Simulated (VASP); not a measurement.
Set up this calculation in VASP 6.6.1, as the native input.

* Task: relaxation of cell and atoms
* Functional: PBE
* Potentials or basis: VASP PAW PBE potentials, release 64 (Mg, H)
* Cutoff: 600 eV
* k mesh: 6 × 6 × 8
* Occupations: gaussian, width 0.1 eV
* Spin: no spin polarisation
* Dipole correction: no
* Further INCAR settings: ALGO = Normal; EDIFF = 1e-06; IBRION = 2; EDIFFG = -0.01; NSW = 100; ISIF = 3

The structure of Mg3H lies in POSCAR:

```
Mg3H
1.0
    5.8965056638      0.0000000000      0.0000000000
   -2.9482528319      5.1065236984      0.0000000000
    0.0000000000      0.0000000000      5.2545872692
Mg H
6 2
Direct
    0.8310188846      0.6620377692      0.2500000000
    0.1689811154      0.8310188846      0.7500000000
    0.3379622308      0.1689811154      0.2500000000
    0.1689811154      0.3379622308      0.7500000000
    0.8310188846      0.1689811154      0.2500000000
    0.6620377692      0.8310188846      0.7500000000
    0.3333333333      0.6666666667      0.2500000000
    0.6666666667      0.3333333333      0.7500000000
```

The input as run:

INCAR

```
SYSTEM = Mg3H
  PREC = Accurate
  ENCUT = 600
  EDIFF = 1E-6
  ISMEAR = 0
  SIGMA = 0.1
  LREAL = .False.
  LASPH = .True.
  NELM = 60
  ALGO = Normal
  ISIF = 3
  LWAVE = .False.
  LCHARG = .False.
  GGA = PE
  IBRION = 2
  NSW = 100
  EDIFFG = -0.01
```

KPOINTS

```
regular mesh
0
Gamma
  6 6 8
  0 0 0
```

Potentials or basis: VASP PAW PBE potentials, release 64 (Mg, H).

Launch:

```bash
$ cat potpaw_PBE.64/Mg/POTCAR potpaw_PBE.64/H/POTCAR > POTCAR
$ mpirun -np 1 vasp_std > vasp.out
```

It gave:

```yaml
Relaxed_volume: 19.89 Å³/atom
Relaxed_cell: a = 5.911 Å, b = 5.911 Å, c = 5.258 Å, α = 90.00°, β = 90.00°, γ = 120.00°
Space_group_after_relaxing_to_0.05_Å: P6_3/mmc (No. 194)
Energy_gained_by_relaxing: 0.1 meV/atom
Ionic_steps: 3
Pressure_after_relaxing: 0.0 GPa
Band_gap_on_the_k_mesh: zero (band 7 reaches 3.23 eV, above the bottom of band 8 at 1.08 eV)
```

It took 2.1 min on 1 thread of Intel(R) Xeon(R) Platinum 8259CL CPU @ 2.50GHz (Skylake/Cascade Lake), with other jobs on the host, peak memory 0.35 GiB.
